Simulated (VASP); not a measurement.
Te2Br3:

```
CELL_PARAMETERS angstrom
4.82458 0.00000 0.00000
-2.41229 4.17821 0.00000
0.00000 0.00000 7.50626
ATOMIC_POSITIONS crystal
Te 0.33333 0.66667 0.24500
Te 0.66667 0.33333 0.75500
Br 0.00000 0.00000 0.00000
Br 0.33333 0.66667 0.64500
Br 0.66667 0.33333 0.35500
```

| Item | Value |
| --- | --- |
| Program | VASP 6.6.1 |
| Task | relaxation of cell and atoms |
| Functional | PBE |
| Potentials or basis | VASP PAW PBE potentials, release 64 (Te, Br) |
| Cutoff | 600 eV |
| k mesh | 6 × 6 × 2 |
| Occupations | gaussian, width 0.1 eV |
| Spin | no spin polarisation |

At the start: pressure 4.2 GPa; volume 30.26 Å³/atom.

Problem. How do energy, volume and symmetry change on relaxing?

Solution. Over 16 steps the energy falls by 210.9 meV/atom and the volume is 36.56 Å³/atom (+20.8 %); space group P-3m1 (No. 164, to 0.05 Å).

Step by step:
```
step  energy change (eV)  largest force (eV/Å)  pressure (GPa)  volume (Å³)
   1              0.0000                1.1453            4.18       151.31
   2             -0.4745                0.8283           -0.41       169.19
   3             -0.5163                0.7426           -1.72       177.74
   4             -0.7389                0.5041           -0.89       174.16
   5             -0.8272                0.3877            0.30       170.79
   6             -0.8309                0.3961            0.71       169.80
   7             -0.8823                0.3098            0.16       173.42
   8             -0.9420                0.2605           -0.85       181.86
   9             -0.9475                0.2818           -1.12       184.72
  10             -0.9817                0.2258           -0.75       183.31
  11             -1.0279                0.0593            0.46       179.38
  12             -1.0442                0.0566            0.24       180.80
  13             -1.0537                0.0465           -0.13       183.60
  14             -1.0543                0.0438           -0.05       183.04
  15             -1.0543                0.0426           -0.07       183.12
  16             -1.0546                0.0306            0.02       182.79
```

Final structure:
```yaml
crystal:
  lattice:
    - [4.86114, 0.00000, 0.00000]
    - [-2.43057, 4.20987, 0.00000]
    - [0.00000, 0.00000, 8.93179]
  atoms:
    - { symbol: Te, position: [0.33333, 0.66667, 0.18003] }
    - { symbol: Te, position: [0.66667, 0.33333, 0.81997] }
    - { symbol: Br, position: [0.00000, 0.00000, 0.00000] }
    - { symbol: Br, position: [0.33333, 0.66667, 0.71627] }
    - { symbol: Br, position: [0.66667, 0.33333, 0.28373] }
```

Caveat: the k points lie up to 0.35 Å⁻¹ apart in the final cell; the volume moved by over 15 % at a fixed basis, so the end points are rough; this functional lacks dispersion, which binds the layers, so the pressure and a relaxed spacing across them are unreliable; an odd number of electrons without spin polarisation forces a metal; a magnetic or distorted state may lie lower.
